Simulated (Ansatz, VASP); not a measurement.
# Two plane-wave programs on LiH

The input INCAR:

```
SYSTEM = LiH
ALGO     = Normal         ! electronic algorithm
EDIFF    = 1E-6           ! SCF threshold, eV
ENCUT    = 520            ! plane-wave cutoff, eV
ISIF     = 2              ! what is computed and relaxed
ISMEAR   = 0              ! smearing method
LASPH    = .TRUE.         ! aspherical terms in the spheres
LCHARG   = .FALSE.        ! write CHGCAR
LREAL    = .FALSE.        ! projectors in reciprocal space
LWAVE    = .FALSE.        ! write WAVECAR
NBANDS   = 9              ! bands
NELM     = 80             ! most SCF steps
PREC     = Accurate       ! precision mode
SIGMA    = 0.01           ! smearing width, eV
```

The input KPOINTS:

```
k-points
0
G
  8 8 8
  0 0 0
```

Contents of POSCAR:

```
LiH
1.0
    0.0000000000      2.0029948335      2.0029948335
    2.0029948335      0.0000000000      2.0029948335
    2.0029948335      2.0029948335      0.0000000000
Li H
1 1
Direct
    0.0000000000      0.0000000000      0.0000000000
    0.5000000000      0.5000000000      0.5000000000
```

Input for Ansatz:

```yaml
crystal:
  lattice:
    - [0.0, 2.0029948335, 2.0029948335]
    - [2.0029948335, 0.0, 2.0029948335]
    - [2.0029948335, 2.0029948335, 0.0]
  atoms:
    - { symbol: Li, position: [0.0, 0.0, 0.0] }
    - { symbol: H, position: [0.5, 0.5, 0.5] }
kpoints:
  mp_grid: { grid: [8, 8, 8] }
hamiltonian:
  xc: lda
scf:
  occupations: { method: fixed }
  n_extra_bands: 4
output:
  forces: true
  stress: true
  eigenvalues: true
```

Alike in both runs: task single point; functional LDA; k mesh 8 × 8 × 8; no spin polarisation.

|  | VASP | Ansatz |
| --- | --- | --- |
| version | VASP 6.6.1 | Ansatz 0.2.0 |
| potentials or method | VASP PAW LDA potentials, release 64 (Li_sv, H) | plane waves |
| plane-wave cutoff (eV) | 520 | 420 |
| occupations | gaussian, width 0.01 eV | fixed |
| valence electrons in the cell | 4 | 4 |

```tsv
	VASP	Ansatz	Ansatz less VASP
gap on the k mesh at the Fermi level (eV)	2.60	2.61	+0.008
```

LDA's correlation is that of Perdew and Zunger in VASP and of Perdew and Wang (1992) in Ansatz.

Noted on VASP's run: the cutoff is under 1.25 times that of the potentials, so the pressure is a little rough.
